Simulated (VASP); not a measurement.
# Te (P3_121) in VASP: further runs

Te is run at these levels: LDA; tasks: single point.

Everything below comes from runs of VASP 6.6.1. Logs are shortened: lines on timing, memory, paths and dates and some standing lists are left out, and cuts for length are marked.

## (1) The cell of the first run

The structure is trigonal, space group P3_121 (No. 152). The conventional cell has a = 4.424 Å, b = 4.424 Å, c = 5.884 Å, α = 90.00°, β = 90.00°, γ = 120.00°. Within 3.7 Å of Te (site symmetry 2) lie 6 Te at 2.85 to 3.45 Å.

## (2) Single point, LDA (volume scaled by 0.98)

INCAR

```
SYSTEM = Te
PREC = Accurate
ENCUT = 520
EDIFF = 1E-6
ISMEAR = -1
SIGMA = 0.05
LREAL = .False.
LASPH = .True.
NELM = 60
ALGO = Normal
ISIF = 2
LWAVE = .False.
LCHARG = .True.
GGA = CA
LELF = .True.
LVHAR = .True.
NBANDS = 16
```

KPOINTS

```
Automatic mesh
0
Gamma
  7 7 5
  0 0 0
```

POSCAR

```
Te
1.0
    4.4241064818      0.0000000000      0.0000000000
   -2.2120532409      3.8313886024      0.0000000000
    0.0000000000      0.0000000000      5.8842404128
Te
3
Direct
    0.7310000000      0.7310000000      0.0000000000
    0.0000000000      0.2690000000      0.6666666667
    0.2690000000      0.0000000000      0.3333333333
```

Potentials or basis: VASP PAW LDA potentials, release 64 (Te).

Started as:

```console
$ cat potpaw_LDA.64/Te/POTCAR > POTCAR
$ mpirun -np 1 vasp_std > vasp.out
```

OUTCAR:

```text
SYSTEM = Te
   PREC = Accurate
   ENCUT = 520
   EDIFF = 1E-6
   ISMEAR = -1
   LREAL = .False.
   LASPH = .True.
   NELM = 60
   ISIF = 2
   GGA = CA

 ion  position               nearest neighbor table
   1  0.731  0.731  0.000-   3 2.85   2 2.85   3 3.45   2 3.45   2 3.45   3 3.45
   2  0.000  0.269  0.667-   1 2.85   3 2.85   1 3.45   1 3.45   3 3.45   3 3.45
   3  0.269  0.000  0.333-   1 2.85   2 2.85   1 3.45   1 3.45   2 3.45   2 3.45

  LATTYP: Found a hexagonal cell.
 ALAT       =     4.4241064818
 C/A-ratio  =     1.3300404131

  Lattice vectors:

 A1 = (   4.4241064818,   0.0000000000,   0.0000000000)
 A2 = (  -2.2120532409,   3.8313886024,   0.0000000000)
 A3 = (   0.0000000000,   0.0000000000,   5.8842404128)

Analysis of symmetry for initial positions (statically):
=====================================================================
 Subroutine PRICEL returns:
 Original cell was already a primitive cell.

 Routine SETGRP: Setting up the symmetry group for a
 hexagonal supercell.

 Subroutine GETGRP returns: Found  6 space group operations
 (whereof  2 operations were pure point group operations)
 out of a pool of 24 trial point group operations.

The static configuration has the point symmetry C_2 .
 The point group associated with its full space group is D_3 .

Analysis of symmetry for dynamics (positions and initial velocities):
=====================================================================
 Subroutine PRICEL returns:
 Original cell was already a primitive cell.

 Routine SETGRP: Setting up the symmetry group for a
 hexagonal supercell.

 Subroutine GETGRP returns: Found  6 space group operations
 (whereof  2 operations were pure point group operations)
 out of a pool of 24 trial point group operations.

The dynamic configuration has the point symmetry C_2 .
 The point group associated with its full space group is D_3 .

 Subroutine INISYM returns: Found  6 space group operations
 (whereof  2 operations are pure point group operations),
 and found     1 'primitive' translations

----------------------------------------------------------------------------------------

                                     Primitive cell

  volume of cell :      99.7406

  direct lattice vectors                    reciprocal lattice vectors
     4.424106482  0.000000000  0.000000000     0.226034343  0.130500989  0.000000000
    -2.212053241  3.831388602  0.000000000     0.000000000  0.261001977  0.000000000
     0.000000000  0.000000000  5.884240413     0.000000000  0.000000000  0.169945470

  length of vectors
     4.424106482  4.424106482  5.884240413     0.261001977  0.261001977  0.169945470

  position of ions in fractional coordinates (direct lattice)
     0.731000000  0.731000000  0.000000000
     0.000000000  0.269000000  0.666666667
     0.269000000  0.000000000  0.333333333

  ion indices of the primitive-cell ions
   primitive index   ion index
                 1           1
                 2           2
                 3           3

----------------------------------------------------------------------------------------

 KPOINTS: Automatic mesh

Automatic generation of k-mesh.
 Grid dimensions read from file:
 generate k-points for:    7    7    5

 Generating k-lattice:

  Cartesian coordinates                     Fractional coordinates (reciprocal lattice)
     0.032290620  0.018642998  0.000000000     0.142857143  0.000000000  0.000000000
     0.000000000  0.037285997  0.000000000     0.000000000  0.142857143  0.000000000
     0.000000000  0.000000000  0.033989094     0.000000000  0.000000000  0.200000000

  Length of vectors
     0.037285997  0.037285997  0.033989094

  Shift w.r.t. Gamma in fractional coordinates (k-lattice)
     0.000000000  0.000000000  0.000000000

 Subroutine IBZKPT returns following result:
 ===========================================

 Found     32 irreducible k-points:

 Following reciprocal coordinates:
            Coordinates               Weight
  0.000000  0.000000  0.000000      1.000000
  0.142857  0.000000  0.000000      6.000000
  0.285714  0.000000  0.000000      6.000000
  0.428571  0.000000  0.000000      6.000000
  0.142857  0.142857  0.000000      6.000000
  0.285714  0.142857  0.000000     12.000000
[... 16 lines left out ...]
  0.000000  0.142857  0.400000      6.000000
  0.285714  0.000000  0.400000      6.000000
 [... further k-points ...]
   k-points           NKPTS =     32   k-points in BZ     NKDIM =     32   number of bands    NBANDS=     16
   number of dos      NEDOS =    301   number of ions     NIONS =      3
   total plane-waves  NPLWV =  62208
   dimension x,y,z NGX =    36 NGY =   36 NGZ =   48
   dimension x,y,z NGXF=    72 NGYF=   72 NGZF=   96
   ions per type =               3
   NGX,Y,Z   is equivalent  to a cutoff of  13.53, 13.53, 13.56 a.u.
   NGXF,Y,Z  is equivalent  to a cutoff of  27.06, 27.06, 27.12 a.u.
 SYSTEM =  Te
   PREC   = accura    normal or accurate (medium, high low for compatibility)
   ISTART =      0    job   : 0-new  1-cont  2-samecut
   ICHARG =      2    charge: 1-file 2-atom 10-const
   ISPIN  =      1    spin polarized calculation?
   LNONCOLLINEAR =      F non collinear calculations
   LSORBIT =      F    spin-orbit coupling
   LASPH  =      T    aspherical Exc in radial PAW
   ENCUT  =  520.0 eV  38.22 Ry    6.18 a.u.   8.23  8.23 10.94*2*pi/ulx,y,z
   NELM   =     60;   NELMIN=  2; NELMDL= -5     # of ELM steps
   EDIFF  = 0.1E-05   stopping-criterion for ELM
   LREAL  =      F    real-space projection
   EDIFFG = 0.1E-04   stopping-criterion for IOM
   NSW    =      0    number of steps for IOM
   IBRION =     -1    ionic relax: 0-MD 1-quasi-New 2-CG
   NFREE  =      0    steps in history (QN), initial steepest desc. (CG)
   ISIF   =      2    stress and relaxation
   ISYM   =      2    0-nonsym 1-usesym 2-fastsym
   POTIM  = 0.5000    time-step for ionic-motion
   TEBEG  =    0.0;   TEEND  =   0.0 temperature during run
   PSTRESS=    0.0 pullay stress
   NELECT =      18.0000    total number of electrons
   NUPDOWN=      -1.0000    fix difference up-down
   EMIN   =  10.00;   EMAX   =-10.00  energy-range for DOS
   EFERMI =   0.00;   METHOD = LEGACY
   ISMEAR =    -1;   SIGMA  =   0.05  broadening in eV -4-tet -1-fermi 0-gaus
   EFERMI_NEDOS =   21; number of points for ismear=-14 and -15
   IALGO  =     38    algorithm
   IMIX   =      4    mixing-type and parameters
     AMIX     =   0.40;   BMIX     =  1.00
     AMIX_MAG =   1.60;   BMIX_MAG =  1.00
  volume/ion in A,a.u.               =      33.25       224.36
  Fermi-wavevector in a.u.,A,eV,Ry     =   0.925142  1.748264 11.645053  0.855887
  Thomas-Fermi vector in A             =   2.050964
   LORBIT       =      0    0 simple, 1 ext, 2 COOP (PROOUT), +10 PAW based schemes
   GGA     = CA    functional components
   LHFCALC =     F    Hartree Fock is set to
   AEXX    =    0.0000 exact exchange contribution
   IVDW    =     0    specifies the selected vdW correction
   LEPSILON=     F    determine dielectric tensor
   LRPA    =     F    only Hartree local field effects (RPA)
 non-spin polarized calculation
  energy-cutoff  :      520.00
  volume of cell :       99.74
 maximum number of plane-waves:      2703
 NGX is ok and might be reduce to    36
   NGX = 17   NGY = 17   NGZ = 21

 number of electron      17.9999999 magnetization

 Free energy of the ion-electron system (eV)
  ---------------------------------------------------
  ext. energy  EPLUGINS =         0.00000000
  ---------------------------------------------------
  free energy    TOTEN  =       -11.36531661 eV

  energy without entropy =      -11.36518211  energy(sigma->0) =      -11.36524936

 E-fermi :   6.2253     XC(G=0):  -9.3899

 val. band max:        5.9058941389   @ k =   0.2857   0.2857   0.4000
 cond. band min:       6.4735539703   @ k =   0.0000   0.0000   0.4000
 fundamental gap:      0.5676598314
 Fermi energy:         6.2252609521

 k-point     1 :       0.0000    0.0000    0.0000
  band No.  band energies     occupation
      1      -7.7346      2.00000
      2      -4.3469      2.00000
      3      -4.3469      2.00000
      4       2.9302      2.00000
      5       3.2747      2.00000
      6       3.2747      2.00000
[... 8 lines left out ...]
     15      11.9529      0.00000
     16      12.2789      0.00000

 k-point     2 :       0.1429    0.0000    0.0000
  band No.  band energies     occupation
      1      -7.5933      2.00000
      2      -4.3907      2.00000
      3      -4.3059      2.00000
      4       2.0266      2.00000
      5       2.6523      2.00000
      6       2.9638      2.00000
[... 8 lines left out ...]
     15      12.0728      0.00000
     16      12.4383      0.00000

 k-point     3 :       0.2857    0.0000    0.0000
  band No.  band energies     occupation
      1      -7.2037      2.00000
      2      -4.6177      2.00000
      3      -4.2031      2.00000
      4       1.2004      2.00000
      5       1.9397      2.00000
      6       2.4863      2.00000
[... 8 lines left out ...]
     15      12.6366      0.00000
     16      13.4825      0.00000

 k-point     4 :       0.4286    0.0000    0.0000
  band No.  band energies     occupation
      1      -6.7404      2.00000
      2      -5.0197      2.00000
      3      -4.1099      2.00000
      4       1.0736      2.00000
      5       1.5661      2.00000
      6       2.2723      2.00000
[... 8 lines left out ...]
     15      14.0795      0.00000
     16      14.6907      0.00000
[... 324 lines left out ...]
 k-point    22 :       0.1429    0.0000    0.4000
  band No.  band energies     occupation
      1      -7.0223      2.00000
      2      -6.3210      2.00000
      3      -2.5899      2.00000
      4       2.0250      2.00000
      5       3.0019      2.00000
      6       3.2924      2.00000
[... 8 lines left out ...]
     15      11.6266      0.00000
     16      12.3849      0.00000

 k-point    23 :       0.0000    0.1429    0.4000
  band No.  band energies     occupation
      1      -7.0171      2.00000
      2      -6.3310      2.00000
      3      -2.5626      2.00000
      4       1.9404      2.00000
      5       2.6797      2.00000
      6       3.2232      2.00000
[... 8 lines left out ...]
     15      11.8433      0.00000
     16      12.6495      0.00000

 k-point    24 :       0.2857    0.0000    0.4000
  band No.  band energies     occupation
      1      -6.6980      2.00000
      2      -6.0065      2.00000
      3      -3.3076      2.00000
      4       1.4128      2.00000
      5       2.5005      2.00000
      6       2.7143      2.00000
[... 8 lines left out ...]
     15      11.9602      0.00000
     16      12.6226      0.00000

 [... further k-points ...]

------------------------ aborting loop because EDIFF is reached ----------------------------------------

  FORCE on cell =-STRESS in cart. coord.  units (eV):
  Direction    XX          YY          ZZ          XY          YZ          ZX
  --------------------------------------------------------------------------------------
  -------------------------------------------------------------------------------------
  Total       -0.6425222     -0.6425222     -0.3131680      0.0000000      0.0000000      0.0000000
  in kB      -10.3211136    -10.3211136     -5.0305529      0.0000000      0.0000000      0.0000000
  external PRESSURE =      -8.5575934 kB  Pullay stress =       0.0000000 kB

 VOLUME and BASIS-vectors are now :
 -----------------------------------------------------------------------------
  energy-cutoff  :      520.00
  volume of cell :       99.74
      direct lattice vectors                 reciprocal lattice vectors
     4.424106482  0.000000000  0.000000000     0.226034343  0.130500989  0.000000000
    -2.212053241  3.831388602  0.000000000     0.000000000  0.261001977  0.000000000
     0.000000000  0.000000000  5.884240413     0.000000000  0.000000000  0.169945470

 POSITION                                       TOTAL-FORCE (eV/Angst)
 -----------------------------------------------------------------------------------
      1.61701      2.80075      0.00000        -0.095290     -0.165048      0.000000
     -0.59504      1.03064      3.92283        -0.095290      0.165048     -0.000000
      1.19008      0.00000      1.96141         0.190581      0.000000     -0.000000
 -----------------------------------------------------------------------------------
    total drift:                                0.000000     -0.000000      0.000000

  FREE ENERGIE OF THE ION-ELECTRON SYSTEM (eV)
  ---------------------------------------------------
  free  energy   TOTEN  =       -11.3653166101 eV

  energy  without entropy=      -11.3651821052  energy(sigma->0) =      -11.36524936
```

It took 33 s on 1 thread of Intel Xeon Platinum 8259CL at 2.50GHz (Skylake/Cascade Lake), shared host; peak memory 0.2 GiB.

Results:

```
Free energy            : -11.3653 eV
Pressure               : -0.9 GPa
Largest force          : 0.191 eV/Å
Band gap on the k mesh : 0.57 eV, indirect (least direct gap 0.76 eV)
```

Forces in eV/Å, atoms in the order of the input:
```
Te  -0.095 -0.165  0.000
Te  -0.095  0.165  0.000
Te   0.191  0.000  0.000
```

Caveat: the cell differs from its parent crystal (volume scaled by 0.98); spin-orbit coupling is left out, which moves the levels of the heavy elements. A k mesh can miss the band edges.

## (3) Single point, LDA

This run uses another cell than the first one, of 33.93 Å³/atom, 1.020 times its volume.

INCAR

```
PREC     = Accurate       # precision mode
ENCUT    = 520            # plane-wave cutoff, eV
EDIFF    = 1E-6           # SCF threshold, eV
ISMEAR   = -1             # smearing method
SIGMA    = 0.05           # smearing width, eV
LREAL    = False          # projectors in reciprocal space
LASPH    = True           # aspherical terms in the spheres
NELM     = 60             # most SCF steps
ALGO     = Normal         # electronic algorithm
ISIF     = 2              # what is computed and relaxed
LWAVE    = False          # write WAVECAR
LCHARG   = False          # write CHGCAR
GGA      = CA             # functional
NBANDS   = 16             # bands
```

KPOINTS

```
regular mesh
0
Gamma
  7 7 5
```

POSCAR

```
Te
1.0
    4.4540000000      0.0000000000      0.0000000000
   -2.2270000000      3.8572771485      0.0000000000
    0.0000000000      0.0000000000      5.9240000000
Te
3
Direct
    0.7310000000      0.7310000000      0.0000000000
    0.0000000000      0.2690000000      0.6666666667
    0.2690000000      0.0000000000      0.3333333333
```

Potentials or basis: VASP PAW LDA potentials, release 64 (Te).

Started as:

```console
$ cat potpaw_LDA.64/Te/POTCAR > POTCAR
$ mpirun -np 1 vasp_std > vasp.out
```

Wall time 29 s (1 thread of Intel Xeon Platinum 8259CL at 2.50GHz (Skylake/Cascade Lake), shared host); peak memory 0.21 GiB.

It converged, with:

* Free energy: -11.3481 eV
* Pressure: -1.8 GPa
* Largest force: 0.084 eV/Å
* Band gap on the k mesh: 0.57 eV, indirect (least direct gap 0.74 eV)

Forces in eV/Å, atoms in the order of the input:
```
Te  -0.042 -0.073  0.000
Te  -0.042  0.073  0.000
Te   0.084  0.000  0.000
```

Stress tensor (GPa, compression positive):
```
-1.86  0.00  0.00
 0.00 -1.86  0.00
 0.00  0.00 -1.79
```

Levels at points of the mesh, in eV from the valence-band top:
| k point | band 6 | band 7 | band 8 | band 9 | band 10 | band 11 | band 12 | band 13 |
| --- | --- | --- | --- | --- | --- | --- | --- | --- |
| (0.00, 0.00, 0.00) | -2.60 | -1.51 | -1.51 | -0.67 | 1.14 | 1.14 | 1.73 | 5.06 |

Caveat: spin-orbit coupling is left out, which moves the levels of the heavy elements. A k mesh can miss the band edges.

(Part 1 of 2 ends here.)
